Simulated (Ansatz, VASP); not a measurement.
## One calculation of AlN, two programs

```
CELL_PARAMETERS angstrom
3.10669 0.07767 0.00000
-1.48608 2.65164 0.00000
0.00000 0.00000 4.97859
ATOMIC_POSITIONS crystal
Al 0.33082 0.66674 0.99668
Al 0.66918 0.33326 0.49668
N 0.32564 0.66736 0.37832
N 0.67436 0.33264 0.87832
```

Change from the starting cell: shear_xy strain +5.0%.

Alike in both runs: task single point; functional r2SCAN; k mesh 12 × 12 × 6; no spin polarisation.

|  | VASP | Ansatz |
| --- | --- | --- |
| version | VASP 6.6.1 | Ansatz 0.2.0 |
| potentials or method | VASP PAW PBE potentials, release 64 (Al, N) | plane waves, PAW |
| plane-wave cutoff (eV) | 520 | 500 |
| occupations | gaussian, width 0.01 eV | fixed |
| valence electrons in the cell | 16 | 16 |

```csv
,VASP,Ansatz,Ansatz less VASP
gap on the k mesh at the Fermi level (eV),4.90,4.86,-0.040
pressure (GPa),-0.4,0.0,+0.39
"traceless stress, the component that is largest in VASP (GPa)",-6.81,-6.75,+0.063
```

VASP's potentials were made for PBE, not for r2SCAN.
